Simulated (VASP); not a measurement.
Write the native input for VASP 6.6.1 that does the following.

| Quantity | Value |
| --- | --- |
| Task | single point |
| Functional | PBE |
| Potentials or basis | VASP PAW PBE potentials, release 64 (Pt) |
| Cutoff | 520 eV |
| k mesh | 14 × 10 × 1 |
| Occupations | fermi-dirac, width 0.1 eV |
| Spin | no spin polarisation |
| Dipole correction | no |
| Further INCAR settings | ALGO = Normal; EDIFF = 1e-06; NBANDS = 33 |

The structure of Pt lies in POSCAR:

```
Pt
1.0
    2.8085470207      0.0000000000      0.0000000000
    0.0000000000      3.9718852873      0.0000000000
    0.0000000000      0.0000000000     21.6171000000
Pt
5
Direct
    0.0000000000      0.0000000000      0.3765355038
    0.5000000000      0.5000000000      0.4306601880
    0.0000000000      0.0000000000      0.4999999997
    0.5000000000      0.5000000000      0.5693398123
    0.0000000000      0.0000000000      0.6234644962
```

The input as run:

INCAR

```
PREC     = Accurate       # precision mode
ENCUT    = 520            # plane-wave cutoff, eV
EDIFF    = 1E-6           # SCF threshold, eV
ISMEAR   = -1             # smearing method
SIGMA    = 0.1            # smearing width, eV
LREAL    = F              # projectors in reciprocal space
LASPH    = T              # aspherical terms in the spheres
NELM     = 80             # most SCF steps
ALGO     = Normal         # electronic algorithm
ISIF     = 2              # what is computed and relaxed
LWAVE    = F              # write WAVECAR
LCHARG   = T              # write CHGCAR
GGA      = PE             # functional
LELF     = T              # ELF
LVHAR    = T            
NBANDS   = 33             # bands
```

KPOINTS

```
regular mesh
0
Gamma
  14 10 1
```

Potentials or basis: VASP PAW PBE potentials, release 64 (Pt).

Run with:

```console
$ cat potpaw_PBE.64/Pt/POTCAR > POTCAR
$ mpirun -np 1 vasp_std > vasp.out
```

Results of the run:

The largest force is 0.032 eV/Å and the band gap on the k mesh is zero (bands 25 and 26 overlap by 0.79 eV).

Caveat: spin-orbit coupling is left out, which moves the levels of the heavy elements.

Wall time 7.3 min on 1 thread of Intel(R) Xeon(R) Platinum 8375C CPU @ 2.90GHz (Ice Lake), with other jobs on the host, peak memory 0.5 GiB.
